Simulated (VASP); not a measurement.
# O in VASP: notebook, part 2 of 3

VASP 6.6.1. Earlier steps stand in the parts before.

### Step 4. Single point, PBE+D3(BJ), collinear spin, ferromagnetic start

INCAR reads:

```
ALGO = Normal
EDIFF = 1E-6
ENCUT = 910
GGA = PE
GGA_COMPAT = False
ISIF = 2
ISMEAR = -1
ISPIN = 2
IVDW = 12
LASPH = True
LCHARG = False
LORBIT = 11
LREAL = Auto
LWAVE = False
MAGMOM = 1 1 1 1 1 1 1 1 1 1 1 1 1 1 1 1 1 1 1 1 1 1 1 1
NBANDS = 94
NELM = 200
PREC = Accurate
SIGMA = 0.05
```

KPOINTS reads:

```
k-points
0
Gamma
  1 1 1
```

POSCAR reads:

```
O
1.0
    8.2621490000      0.0000000000      0.0000000000
    0.0000000000      8.2621490000      0.0000000000
    0.0000000000      0.0000000000      8.2621490000
O
24
Direct
   -0.1112664514      0.9983843187      0.1961475156
   -0.0674037711      0.8653438712      0.1515223219
    0.6953759851      0.3127757681      0.5750319923
    0.7965240036      0.2503827999      0.6594652311
    0.5756008515      0.9225081755      0.5514182811
    0.5582930059      0.9781353495      0.4145531629
    0.2231017620      0.5235320738      0.7041267351
    0.1550444079      0.4980302340      0.5742452720
    0.9342121523      0.7309720510      0.4508270185
    0.8522237979      0.6183500201      0.4036964233
    0.2973197409      0.6786975156      0.3395484637
    0.4369323284      0.6690390115      0.2925994194
    0.5967454714      0.3775046904      0.1384990757
    0.7445278462      0.3913993805      0.1683823422
    0.3697343149      0.3103429870      0.8952150342
    0.2732945145      0.2045351639      0.8474308561
    0.0620056598      0.3507077880      0.1092330821
    0.0378715029      0.4679291066      0.0297501292
    0.6567661755     -0.0592702940     -0.0643537172
    0.5206998809     -0.0557966214     -0.0107478091
    0.2516052422      0.1034113522      0.4947502157
    0.2173526524      0.1378575961      0.3565900349
    0.7151529221      0.5813136510      0.8256447566
    0.5744631330      0.5832865033      0.7795429494
```

Command:

```bash
$ cat potpaw_PBE.64/O_h/POTCAR > POTCAR
$ mpirun -np 1 vasp_gam > vasp.out
```

Run time: 7.6 min. Hardware: 1 thread of Intel Xeon Platinum 8375C at 2.90GHz (Ice Lake), shared host; peak memory 1.3 GiB.

It converged, with:

```yaml
Free_energy: -120.9500 eV
Pressure: 0.1 GPa
Largest_force: 2.521 eV/Å
Net_moment: 24.00 μB per cell
Site_moments: O +0.62, +0.63 (each value once) μB
Valence_electrons_inside_the_program's_atomic_spheres: O 3.31, 3.32, 3.30, 3.29, 3.33 (each value once)
Dispersion_energy_per_atom: -0.032 eV
```

Forces on the atoms (eV/Å):
```
O   -0.046  0.274  0.110
O    0.134 -0.163 -0.248
O   -0.720  0.385 -0.646
O    0.763 -0.486  0.602
O   -0.065  0.266 -0.658
O    0.213 -0.261  0.658
O   -0.439  0.061 -0.773
O    0.297 -0.059  0.757
O    0.051  0.198  0.246
O   -0.123 -0.150 -0.021
O    0.103  0.093 -0.152
O   -0.055 -0.043 -0.019
O    2.007  0.150  0.443
O   -2.232 -0.274 -0.332
O   -1.112 -1.506 -0.505
O    1.186  1.227  0.584
O    0.518 -1.982  1.377
O   -0.318  2.071 -1.402
O    0.639  0.012 -0.347
O   -0.724  0.023  0.295
O    0.029 -0.112  0.609
O   -0.136  0.142 -0.596
O   -0.294  0.030 -0.104
O    0.324  0.103  0.121
```

Stress tensor (GPa, compression positive):
```
-0.46 -0.68 -0.19
-0.68  0.45 -0.71
-0.19 -0.71  0.24
```

Levels at points of the mesh, in eV from the Fermi level:
Spin up:
```csv
k point,band 82,band 83,band 84,band 85,band 86,band 87
"(0.00, 0.00, 0.00)",-0.86,-0.76,-0.73,5.16,6.04,6.36
```
Spin down:
```tsv
k point	band 56	band 57	band 58	band 59	band 60	band 61	band 62	band 63	band 64	band 65
(0.00, 0.00, 0.00)	-5.44	-5.43	-5.39	-5.32	-5.20	0.73	0.78	0.81	0.87	0.94
```

Caveat: the k points lie up to 0.76 Å⁻¹ apart; the cutoff is under 1.25 times the usual one of these potentials, so pressure, stress and relaxed cells hold a basis-set (Pulay) error; the atoms stand as in a frame of molecular dynamics.

### Step 5. Single point, PBE+D3(BJ), collinear spin, ferromagnetic start

INCAR reads:

```
SYSTEM = O
PREC     = Accurate       ! precision mode
ENCUT    = 910            ! plane-wave cutoff, eV
EDIFF    = 1E-6           ! SCF threshold, eV
ISMEAR   = -1             ! smearing method
SIGMA    = 0.05           ! smearing width, eV
LREAL    = Auto         
LASPH    = .True.         ! aspherical terms in the spheres
NELM     = 200            ! most SCF steps
ALGO     = Normal         ! electronic algorithm
ISIF     = 2              ! what is computed and relaxed
LWAVE    = .False.        ! write WAVECAR
LCHARG   = .True.         ! write CHGCAR
ISPIN    = 2              ! spin polarisation
MAGMOM   = 1 1 1 1 1 1 1 1 1 1 1 1 1 1 1 1 1 1 1 1 1 1 1 1 ! initial moments
LORBIT   = 11             ! projections on sites
GGA      = PE             ! functional
IVDW     = 12             ! dispersion correction
LELF     = .True.         ! ELF
LVHAR    = .True.       
NBANDS   = 94             ! bands
GGA_COMPAT= .False.
```

KPOINTS reads:

```
regular mesh
0
Gamma
  1 1 1
  0 0 0
```

POSCAR reads:

```
O
1.0
    8.2621490000      0.0000000000      0.0000000000
    0.0000000000      8.2621490000      0.0000000000
    0.0000000000      0.0000000000      8.2621490000
O
24
Direct
   -0.0627318631      0.9151009017      0.1940294226
    0.0328243899      0.8886186875      0.0816373561
    0.7663865660      0.2432781108      0.6853543794
    0.8611803055      0.1382570080      0.7346998947
    0.6120925682      0.9460734731      0.5454997241
    0.6307317866      1.0327095287      0.4203022724
    0.1977935765      0.5764117786      0.6573108280
    0.1655743560      0.5222249078      0.5205062266
    0.8533131029      0.7078666821      0.5014070794
    0.7606253530      0.6197298064      0.4262329329
    0.3633437257      0.7509305388      0.2647616256
    0.4450779089      0.7069831348      0.1448049412
    0.5727202451      0.2944754446      0.2094007261
    0.6900020806      0.3398752552      0.1296272919
    0.3625206953      0.2823841594      0.9147983170
    0.2467154732      0.2033974454      0.8729569026
    0.0604806328      0.4943023903      0.0910779992
   -0.0246061890      0.4850069879     -0.0319892561
    0.6474586697     -0.0462833580     -0.0165695390
    0.5084996652     -0.0023480574     -0.0365764403
    0.1500457084      0.0903881060      0.5260011651
    0.2342126728      0.1094146329      0.4096270837
    0.7163632609      0.6275849056      0.8209244350
    0.5708442198      0.5992508729      0.7971775866
```

Potentials or basis: VASP PAW PBE potentials, release 64 (O_h).

Command:

```bash
$ cat potpaw_PBE.64/O_h/POTCAR > POTCAR
$ mpirun -np 1 vasp_gam > vasp.out
```

OUTCAR:

```text
SYSTEM = O
   PREC = Accurate
   ENCUT = 910
   EDIFF = 1E-6
   ISMEAR = -1
   LREAL = Auto
   LASPH = .True.
   NELM = 200
   ISIF = 2
   ISPIN = 2
   LORBIT = 11
   GGA = PE
   IVDW = 12
 IVDW          = 12

 ion  position               nearest neighbor table
   1  0.937  0.915  0.194-   2 1.24
   2  0.033  0.889  0.082-   1 1.24
   3  0.766  0.243  0.685-   4 1.24
   4  0.861  0.138  0.735-   3 1.24
   5  0.612  0.946  0.545-   6 1.27
   6  0.631  0.033  0.420-   5 1.27
[... 16 lines left out ...]
  23  0.716  0.628  0.821-  24 1.24
  24  0.571  0.599  0.797-  23 1.24

  LATTYP: Found a simple cubic cell.
 ALAT       =     8.2621490000

  Lattice vectors:

 A1 = (   8.2621490000,   0.0000000000,   0.0000000000)
 A2 = (   0.0000000000,   8.2621490000,   0.0000000000)
 A3 = (   0.0000000000,   0.0000000000,   8.2621490000)

Analysis of symmetry for initial positions (statically):
=====================================================================
 Subroutine PRICEL returns:
 Original cell was already a primitive cell.

 Routine SETGRP: Setting up the symmetry group for a
 simple cubic supercell.

 Subroutine GETGRP returns: Found  1 space group operations
 (whereof  1 operations were pure point group operations)
 out of a pool of 48 trial point group operations.

The static configuration has the point symmetry C_1 .

Analysis of symmetry for dynamics (positions and initial velocities):
=====================================================================
 Subroutine PRICEL returns:
 Original cell was already a primitive cell.

 Routine SETGRP: Setting up the symmetry group for a
 simple cubic supercell.

 Subroutine GETGRP returns: Found  1 space group operations
 (whereof  1 operations were pure point group operations)
 out of a pool of 48 trial point group operations.

The dynamic configuration has the point symmetry C_1 .

Analysis of structural, dynamic, and magnetic symmetry:
=====================================================================
 Subroutine PRICEL returns:
 Original cell was already a primitive cell.

 Routine SETGRP: Setting up the symmetry group for a
 simple cubic supercell.

 Subroutine GETGRP returns: Found  1 space group operations
 (whereof  1 operations were pure point group operations)
 out of a pool of 48 trial point group operations.

The overall configuration has the point symmetry C_1 .

 Subroutine INISYM returns: Found  1 space group operations
 (whereof  1 operations are pure point group operations),
 and found     1 'primitive' translations

----------------------------------------------------------------------------------------

                                     Primitive cell

  volume of cell :     564.0000

  direct lattice vectors                    reciprocal lattice vectors
     8.262149000  0.000000000  0.000000000     0.121033886  0.000000000  0.000000000
     0.000000000  8.262149000  0.000000000     0.000000000  0.121033886  0.000000000
     0.000000000  0.000000000  8.262149000     0.000000000  0.000000000  0.121033886

  length of vectors
     8.262149000  8.262149000  8.262149000     0.121033886  0.121033886  0.121033886

  position of ions in fractional coordinates (direct lattice)
     0.937268137  0.915100902  0.194029423
     0.032824390  0.888618687  0.081637356
     0.766386566  0.243278111  0.685354379
[... 109 lines left out ...]
   EMIN   =  10.00;   EMAX   =-10.00  energy-range for DOS
   EFERMI =   0.00;   METHOD = LEGACY
   ISMEAR =    -1;   SIGMA  =   0.05  broadening in eV -4-tet -1-fermi 0-gaus
   EFERMI_NEDOS =   21; number of points for ismear=-14 and -15
   IALGO  =     38    algorithm
   IMIX   =      4    mixing-type and parameters
     AMIX     =   0.40;   BMIX     =  1.00
     AMIX_MAG =   1.60;   BMIX_MAG =  1.00
  volume/ion in A,a.u.               =      23.50       158.59
  Fermi-wavevector in a.u.,A,eV,Ry     =   1.038570  1.962614 14.675633  1.078629
  Thomas-Fermi vector in A             =   2.173061
   LORBIT       =     11    0 simple, 1 ext, 2 COOP (PROOUT), +10 PAW based schemes
   GGA     = PE    functional components
   LHFCALC =     F    Hartree Fock is set to
   AEXX    =    0.0000 exact exchange contribution
   IVDW    =    12    specifies the selected vdW correction
   LEPSILON=     F    determine dielectric tensor
   LRPA    =     F    only Hartree local field effects (RPA)
 spin polarized calculation
  energy-cutoff  :      910.00
  volume of cell :      564.00
 maximum number of plane-waves:     17517
 NGX is ok and might be reduce to    84
   NGX = 41   NGY = 41   NGZ = 41

 number of electron     144.0000001 magnetization      23.9999983

 Free energy of the ion-electron system (eV)
  ---------------------------------------------------
  ext. energy  EPLUGINS =         0.00000000
  ---------------------------------------------------
  free energy    TOTEN  =      -120.26650851 eV

  energy without entropy =     -120.26650702  energy(sigma->0) =     -120.26650777

 E-fermi :  -2.4428     XC(G=0):  -6.1296

 val. band max:       -3.1591416386   @ k =   0.0000   0.0000   0.0000
 cond. band min:      -1.7278326391   @ k =   0.0000   0.0000   0.0000
 fundamental gap:      1.4313089996
 Fermi energy:        -2.4428383636

 spin component 1

 k-point     1 :       0.0000    0.0000    0.0000
  band No.  band energies     occupation
      1     -29.7618      1.00000
      2     -29.4903      1.00000
      3     -29.3905      1.00000
      4     -29.1817      1.00000
      5     -29.0680      1.00000
      6     -28.9202      1.00000
[... 76 lines left out ...]
     83      -3.2036      1.00000
     84      -3.1591      1.00000
 Fermi energy:        -2.4428383636

 spin component 2

 k-point     1 :       0.0000    0.0000    0.0000
  band No.  band energies     occupation
      1     -28.5913      1.00000
      2     -28.3086      1.00000
      3     -28.2042      1.00000
      4     -27.9866      1.00000
      5     -27.8697      1.00000
      6     -27.7159      1.00000
[... 76 lines left out ...]
     83      -0.8428      0.00000
     84      -0.7696      0.00000
 [bands above 84 left out]

------------------------ aborting loop because EDIFF is reached ----------------------------------------

 Edisp (eV)   -0.75869

 E8    (eV) :    -0.1752

  FORCE on cell =-STRESS in cart. coord.  units (eV):
  Direction    XX          YY          ZZ          XY          YZ          ZX
  --------------------------------------------------------------------------------------
  -------------------------------------------------------------------------------------
  Total      -3.99283    -2.66735    -7.71846     0.02759     0.02772     0.16351
  in kB     -11.34260    -7.57725   -21.92613     0.07839     0.07874     0.46448
  external pressure =      -13.62 kB  Pullay stress =        0.00 kB

 VOLUME and BASIS-vectors are now :
 -----------------------------------------------------------------------------
  energy-cutoff  :      910.00
  volume of cell :      564.00
      direct lattice vectors                 reciprocal lattice vectors
     8.262149000  0.000000000  0.000000000     0.121033886  0.000000000  0.000000000
     0.000000000  8.262149000  0.000000000     0.000000000  0.121033886  0.000000000
     0.000000000  0.000000000  8.262149000     0.000000000  0.000000000  0.121033886

 POSITION                                       TOTAL-FORCE (eV/Angst)
 -----------------------------------------------------------------------------------
      7.74385      7.56070      1.60310         0.877313     -0.219355     -0.953038
      0.27120      7.34190      0.67450        -0.822633      0.243515      0.947983
      6.33200      2.01000      5.66250         0.845706     -0.830361      0.472807
      7.11520      1.14230      6.07020        -0.780391      0.945007     -0.376158
      5.05720      7.81660      4.50700         0.205446      1.684913     -2.383238
      5.21120      0.27025      3.47260        -0.367658     -1.737957      2.381639
[... 16 lines left out ...]
      5.91870      5.18520      6.78260        -1.472061     -0.270834     -0.232175
      4.71640      4.95110      6.58640         1.341450      0.271272      0.213114
 -----------------------------------------------------------------------------------
    total drift:                               -0.008550     -0.009491      0.004652

  FREE ENERGIE OF THE ION-ELECTRON SYSTEM (eV)
  ---------------------------------------------------
  free  energy   TOTEN  =      -121.0252026378 eV

  energy  without entropy=     -121.0252011514  energy(sigma->0) =     -121.02520189

 total charge

# of ion       s       p       d       tot
------------------------------------------
    1        1.092   2.204   0.000   3.297
    2        1.092   2.203   0.000   3.296
    3        1.092   2.205   0.000   3.297
    4        1.093   2.204   0.000   3.297
    5        1.096   2.184   0.000   3.280
    6        1.097   2.182   0.000   3.279
[... 16 lines left out ...]
   23        1.094   2.203   0.000   3.296
   24        1.093   2.203   0.000   3.295
--------------------------------------------------
tot         26.210  53.007   0.000  79.216

 magnetization (x)

# of ion       s       p       d       tot
------------------------------------------
    1        0.014   0.608   0.000   0.621
    2        0.014   0.610   0.000   0.623
    3        0.013   0.606   0.000   0.619
    4        0.014   0.612   0.000   0.626
    5        0.013   0.610   0.000   0.624
    6        0.014   0.609   0.000   0.623
[... 16 lines left out ...]
   23        0.014   0.612   0.000   0.626
   24        0.014   0.607   0.000   0.620
--------------------------------------------------
tot          0.328  14.605   0.000  14.933
```

It took 8.8 min on 1 thread of Intel Xeon Platinum 8259CL at 2.50GHz (Skylake/Cascade Lake), shared host; peak memory 1.3 GiB.

Results:

```yaml
Free_energy: -121.0252 eV
Pressure: -1.4 GPa
Largest_force: 2.971 eV/Å
Net_moment: 24.00 μB per cell
Site_moments: O +0.62, +0.63 (each value once) μB
Valence_electrons_inside_the_program's_atomic_spheres: O 3.30, 3.28, 3.29, 3.31, 3.32, 3.33 (each value once)
Dispersion_energy_per_atom: -0.032 eV
```

Forces in eV/Å, atoms in the order of the input:
```
O    0.877 -0.219 -0.953
O   -0.823  0.244  0.948
O    0.846 -0.830  0.473
O   -0.780  0.945 -0.376
O    0.205  1.685 -2.383
O   -0.368 -1.738  2.382
O   -0.345 -0.586 -1.518
O    0.394  0.553  1.513
O   -0.240 -0.344 -0.324
O    0.328  0.268  0.236
O    1.165 -0.629 -1.692
O   -1.211  0.511  1.774
O    0.648  0.331 -0.409
O   -0.661 -0.247  0.436
O    0.442  0.587  0.121
O   -0.606 -0.361 -0.194
O   -0.719 -0.090 -1.049
O    0.856  0.053  1.121
O    0.201 -0.024  0.020
O   -0.097 -0.100 -0.046
O   -0.968 -0.233  1.305
O    0.987  0.225 -1.366
O   -1.472 -0.271 -0.232
O    1.341  0.271  0.213
```

Levels at points of the mesh, in eV from the Fermi level:
Spin up:
| k point | band 82 | band 83 | band 84 | band 85 | band 86 | band 87 |
| --- | --- | --- | --- | --- | --- | --- |
| (0.00, 0.00, 0.00) | -0.83 | -0.76 | -0.72 | 5.25 | 6.04 | 6.34 |
Spin down:
| k point | band 56 | band 57 | band 58 | band 59 | band 60 | band 61 | band 62 | band 63 | band 64 | band 65 |
| --- | --- | --- | --- | --- | --- | --- | --- | --- | --- | --- |
| (0.00, 0.00, 0.00) | -5.33 | -5.26 | -5.22 | -5.16 | -5.04 | 0.72 | 0.76 | 0.85 | 0.88 | 0.92 |

Caveat: the k points lie up to 0.76 Å⁻¹ apart; the cutoff is under 1.25 times the usual one of these potentials, so pressure, stress and relaxed cells hold a basis-set (Pulay) error.

[end of part 2 of 3]
